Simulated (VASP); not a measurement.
Here is a VASP 6.6.1 calculation.

File POSCAR:

```
AlN
1.0
    0.0000000000      2.1848764830      2.1848764830
    2.1848764830      0.0000000000      2.1848764830
    2.1848764830      2.1848764830      0.0000000000
Al N
1 1
Direct
    0.0000000000      0.0000000000      0.0000000000
    0.7500000000      0.7500000000      0.7500000000
```

INCAR.step1

```
SYSTEM = AlN
PREC = Accurate ; ENCUT = 520
ISMEAR = 0 ; SIGMA = 0.01
LREAL = .False. ; LASPH = .True.
NELM = 80 ; NBANDS = 11
GGA = PE ; ALGO = Normal
EDIFF = 1E-4 ; LWAVE = .True.
LCHARG = .False.
```

Contents of INCAR.step2:

```
SYSTEM = AlN
PREC = Accurate ; ENCUT = 520
EDIFF = 1E-6 ; ISMEAR = 0
SIGMA = 0.01 ; LREAL = .False.
LASPH = .True. ; NELM = 80
ALGO = Normal ; ISIF = 2
LWAVE = .False. ; LCHARG = .True.
METAGGA = R2SCAN ; LMIXTAU = .True.
LELF = .True. ; LVHAR = .True.
NBANDS = 11 ; ISTART = 1
```

File KPOINTS:

```
regular mesh
0
Gamma
  10 10 10
  0 0 0
```

Potentials or basis: VASP PAW PBE potentials, release 64 (Al, N).

The run is started by

```console
$ cat potpaw_PBE.64/Al/POTCAR potpaw_PBE.64/N/POTCAR > POTCAR
$ cp INCAR.step1 INCAR
$ mpirun -np 1 vasp_std > vasp.out
$ cp INCAR.step2 INCAR
$ mpirun -np 1 vasp_std > vasp.out
```

(1) What does it give for the pressure?

(2) What does it give for the band gap on the k mesh?

Answers

(1) -0.4 GPa.

(2) 3.93 eV, indirect (least direct gap 4.88 eV).

Caveat: the PAW data sets were made with another functional, which shifts forces and pressure a little.
